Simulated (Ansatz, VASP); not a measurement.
## One calculation of SnTe, two programs

```
Sn Te
1.0
     0.00000    3.15650    3.15650
     3.15650    0.00000    3.15650
     3.15650    3.15650    0.00000
Sn Te
1 1
Direct
  0.50000 0.50000 0.50000
  0.00000 0.00000 0.00000
```

Alike in both runs: task single point; functional PBE; k mesh 10 × 10 × 10; occupations gaussian, width 0.05 eV; no spin polarisation.

|  | VASP | Ansatz |
| --- | --- | --- |
| version | VASP 6.6.1 | Ansatz 0.2.0 |
| potentials or method | VASP PAW PBE potentials, release 64 (Sn_d, Te), cutoff 520 eV | scalar-relativistic, plane waves, PAW |
| valence electrons in the cell | 20 | 30 |

|  | VASP | Ansatz | Ansatz less VASP |
| --- | --- | --- | --- |
| gap on the k mesh at the Fermi level (eV) | 0.08 | 0.08 | 0.000 |
| least direct gap on the mesh (eV) | 0.08 | 0.08 | 0.000 |
| pressure (GPa) | 2.0 | 2.0 | +0.07 |

With one functional, cell and mesh, what is left measures potentials, basis and numerics. VASP's potentials hold 20 valence electrons a cell and Ansatz's 30, so a difference there can come from the potentials and not from the codes.

Neither program's run includes spin-orbit coupling.
